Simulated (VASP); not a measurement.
Runs of VASP 6.6.1 on Y. The structure is that of space group Fm-3m (No. 225), or close to it. The cells are those of the table. 

```csv
task,cell,cutoff (eV),gap on the mesh (eV),pressure (GPa)
relaxation of cell and atoms,"relaxed from a = 3.514 Å, angles 60.0°, 1 atom",600,none,0.0
relaxation of cell and atoms,"relaxed to 10 GPa from a = 3.514 Å, angles 60.0°, 1 atom",600,none,10.0
single point,"a = 3.186 Å, angles 60.0°, 1 atom",520,none,19.6
single point,"a = 3.523 Å, angles 60.0°, 1 atom",520,none,-0.1
single point,"a = 3.403 Å, angles 60.0°, 1 atom",520,none,4.8
relaxation of cell and atoms,"relaxed to 20 GPa from a = 3.514 Å, angles 60.0°, 1 atom",600,none,20.0
relaxation of cell and atoms,"relaxed to 5 GPa from a = 3.514 Å, angles 60.0°, 1 atom",600,none,5.0
single point,"a = 3.315 Å, angles 60.0°, 1 atom",520,none,(a)
```

Alike in all rows: level PBEsol; potentials or basis VASP PAW PBE potentials, release 64 (Y_sv); no spin polarisation; k mesh 10 × 10 × 10; smearing fermi-dirac 0.1 eV.

Q: Estimate the missing entries.

A: (a) 9.7.

Caveats: the PAW data sets were made with another functional, which shifts forces and pressure a little; the cell is relaxed towards a set pressure, so the enthalpy falls and the energy may rise (some runs).

A k mesh can miss the band edges, and the runs leave out spin-orbit coupling on Y.

A gap of «none» marks levels without a gap at the run's occupations.
